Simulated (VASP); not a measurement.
Here is a VASP 6.6.1 calculation.

Contents of INCAR:

```
PREC = Accurate
ENCUT = 520
EDIFF = 1E-7
ISMEAR = -1
SIGMA = 0.05
LREAL = F
LASPH = T
NELM = 100
ALGO = Normal
ISIF = 2
LWAVE = F
LCHARG = F
GGA = PE
NBANDS = 12
```

File KPOINTS:

```
regular mesh
0
Gamma
  9 9 9
```

The input POSCAR:

```
As
1.0
    1.8807968987      1.0858785957      3.5140619945
   -1.8807968987      1.0858785957      3.5140619945
    0.0000000000     -2.1717571915      3.5140619945
As
2
Direct
    0.2260000000      0.2260000000      0.2260000000
    0.7740000000      0.7740000000      0.7740000000
```

Potentials or basis: VASP PAW PBE potentials, release 64 (As).

Launch:

```console
$ cat potpaw_PBE.64/As/POTCAR > POTCAR
$ mpirun -np 1 vasp_std > vasp.out
```

Question: Estimate the largest force.

Answer: 0.489 eV/Å.

Question: Estimate the pressure.

Answer: 4.0 GPa.

Forces in eV/Å, atoms in the order of the input:
```
As   0.000  0.000  0.489
As   0.000  0.000 -0.489
```
